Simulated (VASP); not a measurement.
# WC2 (I4/mmm) in VASP: notebook, part 2 of 2

VASP 6.6.1.

## Step 3: Relaxation of cell and atoms, PBEsol

This run uses another cell than the first one, of 9.30 Å³/atom, 1.032 times its volume.

INCAR reads:

```
PREC = Accurate ; ENCUT = 600
EDIFF = 1E-6 ; ISMEAR = 0
SIGMA = 0.1 ; LREAL = F
LASPH = T ; NELM = 100
ALGO = Normal ; ISIF = 3
LWAVE = F ; LCHARG = F
GGA = PS ; IBRION = 2
NSW = 80 ; EDIFFG = -0.05
```

KPOINTS reads:

```
regular mesh
0
Gamma
  10 10 10
```

POSCAR reads:

```
WC2
1.0
   -1.4170614643      1.4170614643      3.4743379546
    1.4170614643     -1.4170614643      3.4743379546
    1.4170614643      1.4170614643     -3.4743379546
C W
2 1
Direct
    0.3350596647      0.3350596647      0.0000000000
    0.6649403353      0.6649403353      0.0000000000
    0.0000000000      0.0000000000      0.0000000000
```

Potentials or basis: VASP PAW PBE potentials, release 64 (C, W_sv).

Launch:

```sh
$ cat potpaw_PBE.64/C/POTCAR potpaw_PBE.64/W_sv/POTCAR > POTCAR
$ mpirun -np 1 vasp_std > vasp.out
```

OUTCAR:

```text
PREC = Accurate
   ENCUT = 600
   EDIFF = 1E-6
   ISMEAR = 0
   LREAL = F
   LASPH = T
   NELM = 100
   ISIF = 3
   GGA = PS
   IBRION = 2
   NSW = 80
   EDIFFG = -0.05

 ion  position               nearest neighbor table
   1  0.335  0.335  0.000-   3 2.31   3 2.31   3 2.31   3 2.31   3 2.33
   2  0.665  0.665  0.000-   3 2.31   3 2.31   3 2.31   3 2.31   3 2.33
   3  0.000  0.000  0.000-   2 2.31   2 2.31   2 2.31   1 2.31   2 2.31   1 2.31   1 2.31   1 2.31
                             1 2.33   2 2.33

  LATTYP: Found a body centered tetragonal cell.
 ALAT       =     2.8341229286
 C/A-ratio  =     2.4517905836

  Lattice vectors:

 A1 = (  -1.4170614643,   1.4170614643,   3.4743379546)
 A2 = (   1.4170614643,  -1.4170614643,   3.4743379546)
 A3 = (   1.4170614643,   1.4170614643,  -3.4743379546)

Analysis of symmetry for initial positions (statically):
=====================================================================
 Subroutine PRICEL returns:
 Original cell was already a primitive cell.

 Routine SETGRP: Setting up the symmetry group for a
 body centered tetragonal supercell.

 Subroutine GETGRP returns: Found 16 space group operations
 (whereof 16 operations were pure point group operations)
 out of a pool of 16 trial point group operations.

The static configuration has the point symmetry D_4h.
[... 350 lines left out ...]

 number of electron      22.0000001 magnetization

 Free energy of the ion-electron system (eV)
  ---------------------------------------------------
  ext. energy  EPLUGINS =         0.00000000
  ---------------------------------------------------
  free energy    TOTEN  =       -29.97853648 eV

  energy without entropy =      -29.96928983  energy(sigma->0) =      -29.97391316

 E-fermi :  11.1488     XC(G=0): -13.6902

 val. band max:       11.1409199035   @ k =  -0.2000   0.2000   0.1000
 cond. band min:      11.1526478611   @ k =  -0.2000  -0.3000   0.1000
 fundamental gap:      0.0117279575
 Fermi energy:        11.1487552634

 k-point     1 :       0.0000    0.0000    0.0000
  band No.  band energies     occupation
      1     -63.7798      2.00000
      2     -27.9966      2.00000
      3     -27.9966      2.00000
      4     -27.7527      2.00000
      5      -7.0594      2.00000
      6       2.1571      2.00000
      7       6.2321      2.00000
      8       6.9262      2.00000
      9       7.4554      2.00000
     10       7.4554      2.00000
     11       8.4214      2.00000
     12       8.4214      2.00000
     13      11.1886      0.57341
     14      13.4642      0.00000
[... 401 lines left out ...]
      2     -28.3507      2.00000
      3     -28.2304      2.00000
      4     -27.7698      2.00000
      5      -5.0581      2.00000
      6       1.3884      2.00000
      7       3.9143      2.00000
      8       4.5596      2.00000
      9       6.3136      2.00000
     10       8.5050      2.00000
     11       8.6535      2.00000
     12      13.2798      0.00000
     13      13.9968      0.00000
     14      15.1284      0.00000
     15      16.9260      0.00000

 [... further k-points ...]

------------------------ aborting loop because EDIFF is reached ----------------------------------------

  FORCE on cell =-STRESS in cart. coord.  units (eV):
  Direction    XX          YY          ZZ          XY          YZ          ZX
  --------------------------------------------------------------------------------------
  -------------------------------------------------------------------------------------
  Total       -0.0953818     -0.0953818      0.0117068      0.0000000      0.0000000      0.0000000
  in kB       -5.6272942     -5.6272942      0.6906709      0.0000000      0.0000000      0.0000000
  external PRESSURE =      -3.5213058 kB  Pullay stress =       0.0000000 kB
[... 18 lines left out ...]
  FREE ENERGIE OF THE ION-ELECTRON SYSTEM (eV)
  ---------------------------------------------------
  free  energy   TOTEN  =       -29.9785364839 eV

  energy  without entropy=      -29.9692898303  energy(sigma->0) =      -29.97391316

 reached required accuracy - stopping structural energy minimisation
```

Wall time 6.2 min (1 thread of Intel Xeon 6975P-C (Granite Rapids), shared host); peak memory 0.22 GiB.

Results:

| Property | Result |
| --- | --- |
| Free energy | -29.9785 eV |
| Relaxed volume | 9.05 Å³/atom |
| Relaxed cell | a = 3.658 Å, b = 3.658 Å, c = 3.658 Å, α = 131.16°, β = 131.16°, γ = 71.56° |
| Space group after relaxing (to 0.05 Å) | I4/mmm (No. 139) |
| Energy gained by relaxing | 187.5 meV/atom |
| Ionic steps | 36 |
| Pressure after relaxing | -0.4 GPa |
| Largest force after relaxing | 0.042 eV/Å |
| Band gap on the k mesh | zero (band 11 reaches 12.05 eV, above the bottom of band 12 at 8.42 eV) |

Forces on the atoms (eV/Å):
```
C    0.000  0.000  0.042
C    0.000  0.000 -0.042
W    0.000  0.000  0.000
```

Stress tensor (GPa, compression positive):
```
-0.56  0.00  0.00
 0.00 -0.56  0.00
 0.00  0.00  0.07
```

The path:
| step | energy change (eV) | largest force (eV/Å) | pressure (GPa) | volume (Å³) |
| --- | --- | --- | --- | --- |
| 1 | 0.0000 | 0.7008 | -20.79 | 27.91 |
| 2 | 0.3714 | 0.1177 | 61.25 | 23.30 |
| 3 | -0.1411 | 0.4329 | 0.59 | 26.23 |
| 4 | -0.1415 | 0.4188 | 1.77 | 26.15 |
| 5 | -0.1598 | 0.2876 | 0.29 | 26.33 |
| 6 | -0.1622 | 0.2639 | -0.38 | 26.41 |
| 7 | -0.1625 | 0.2782 | -0.65 | 26.44 |
| 8 | -0.1734 | 0.1824 | 1.02 | 26.39 |
| 9 | -0.1742 | 0.0690 | 1.96 | 26.37 |
| 10 | -0.1744 | 0.1066 | 1.68 | 26.38 |
| 11 | -0.1784 | 0.0333 | 1.44 | 26.44 |
| 12 | -0.1849 | 0.0500 | 0.89 | 26.60 |
| 13 | -0.2001 | 0.0474 | 0.21 | 26.90 |
| 14 | -0.2247 | 0.2715 | 1.08 | 27.52 |
| 15 | 2.2794 | 20.4521 | 46.21 | 28.75 |
| 16 | -0.2272 | 0.2740 | 0.82 | 27.54 |
| 17 | -0.1682 | 1.8261 | 5.00 | 27.92 |
| 18 | -0.2286 | 0.3162 | 0.96 | 27.57 |
| 19 | -0.2294 | 0.4623 | 1.54 | 27.65 |
| 20 | -0.2305 | 0.5013 | 1.61 | 27.66 |
| 21 | -0.2322 | 0.6455 | 1.82 | 27.72 |
| 22 | -0.2345 | 0.6418 | 1.71 | 27.72 |
| 23 | -0.2413 | 0.6328 | 1.40 | 27.73 |
| 24 | -0.2548 | 0.6137 | 0.79 | 27.74 |
| 25 | -0.2809 | 0.5752 | -0.40 | 27.77 |
| 26 | -0.3295 | 0.5005 | -2.62 | 27.82 |
| 27 | -0.4089 | 0.3564 | -6.41 | 27.92 |
| 28 | -0.4962 | 0.0666 | -11.42 | 28.08 |
| 29 | -0.5132 | 0.4180 | -12.59 | 28.14 |
| 30 | -0.5567 | 0.0791 | -4.82 | 27.52 |
| 31 | -0.5619 | 0.1118 | -1.02 | 27.25 |
| 32 | -0.5619 | 0.1264 | -0.72 | 27.23 |
| 33 | -0.5624 | 0.0478 | -0.58 | 27.19 |
| 34 | -0.5626 | 0.0977 | -0.27 | 27.13 |
| 35 | -0.5626 | 0.0515 | -0.32 | 27.15 |
| 36 | -0.5626 | 0.0424 | -0.35 | 27.16 |

Final structure:
```
CELL_PARAMETERS angstrom
-1.51247 1.51247 2.96787
1.51247 -1.51247 2.96787
1.51247 1.51247 -2.96787
ATOMIC_POSITIONS crystal
C 0.37851 0.37851 0.00000
C 0.62149 0.62149 0.00000
W 0.00000 0.00000 0.00000
```

Levels at points of the mesh, in eV from the Fermi level:
| k point | band 7 | band 8 | band 9 | band 10 | band 11 | band 12 | band 13 | band 14 | band 15 |
| --- | --- | --- | --- | --- | --- | --- | --- | --- | --- |
| (0.00, 0.00, 0.00) | -4.92 | -4.22 | -3.69 | -3.69 | -2.73 | -2.73 | 0.04 | 2.32 | 7.53 |
| (0.50, 0.00, 0.00) | -8.14 | -7.07 | -5.26 | -0.56 | 0.41 | 1.28 | 1.84 | 1.93 | 4.71 |
| (0.50, 0.50, 0.00) | -7.11 | -6.84 | -5.79 | -4.54 | -2.37 | 2.92 | 3.27 | 4.36 | 7.30 |
| (0.50, 0.50, 0.50) | -4.99 | -4.26 | -4.26 | -2.80 | 0.04 | 0.04 | 0.37 | 4.21 | 4.54 |

Caveat: the PAW data sets were made with another functional, which shifts forces and pressure a little; spin-orbit coupling is left out, which moves the levels of the heavy elements; the relaxation stopped at a loose force limit of 0.05 eV/Å, so its end isn't a converged minimum.
